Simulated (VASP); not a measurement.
MgO: dielectric tensor with r2SCAN

MgO:

```
Mg O
1.0
     3.28822    0.00000    0.00000
    -1.64411    2.84768    0.00000
     0.00000    0.00000    5.23574
Mg O
2 2
Direct
  0.33333 0.66667 0.99538
  0.66667 0.33333 0.49538
  0.33333 0.66667 0.37962
  0.66667 0.33333 0.87962
```

This cell differs from its parent crystal: uniaxial z strain +4.0%.

| Property | Result |
| --- | --- |
| Program | VASP 6.6.1 |
| Task | dielectric tensor |
| Functional | r2SCAN |
| Potentials or basis | VASP PAW PBE potentials, release 64 (Mg, O) |
| Cutoff | 520 eV |
| k mesh | 9 × 9 × 4 |
| Occupations | gaussian, width 0.01 eV |
| Spin | no spin polarisation |
| Dipole correction | no |
| Further INCAR settings | ALGO = Normal; EDIFF = 1e-08 |

- Band gap on the k mesh: 4.13 eV
- Electronic dielectric tensor (diagonal): 2.76, 2.76, 2.84
- Born charges (mean of the diagonal): Mg +1.84; O -1.84 e

Levels at points of the mesh, in eV from the valence-band top:
| k point | band 6 | band 7 | band 8 | band 9 | band 10 | band 11 |
| --- | --- | --- | --- | --- | --- | --- |
| (0.00, 0.00, 0.00) | -0.16 | -0.16 | 0.00 | 4.13 | 9.26 | 10.71 |
| (0.00, 0.00, 0.50) | -0.29 | -0.29 | -0.29 | 6.54 | 6.54 | 13.70 |

Electronic dielectric tensor:
```
2.76 0.00 0.00
0.00 2.76 0.00
0.00 0.00 2.84
```

Born effective charge tensors (e):
atom 1, Mg
```
1.81 0.00 0.00
0.00 1.81 0.00
0.00 0.00 1.89
```
atom 2, Mg
```
1.81 0.00 0.00
0.00 1.81 0.00
0.00 0.00 1.89
```
atom 3, O
```
-1.81  0.00  0.00
 0.00 -1.81  0.00
 0.00  0.00 -1.89
```
atom 4, O
```
-1.81  0.00  0.00
 0.00 -1.81  0.00
 0.00  0.00 -1.89
```

Dipole moments of the cell (e·Å, modulo the quantum): ionic 0.000, 0.000, 13.283; electronic 0.000, 0.000, -0.396

It took 45 min on 1 thread of Intel Xeon 8259CL, on a shared host, peak memory 0.51 GiB.

Caveat: the cell differs from its parent crystal (uniaxial z strain +4.0%); the structure was generated, so it needn't be the stable form of MgO.
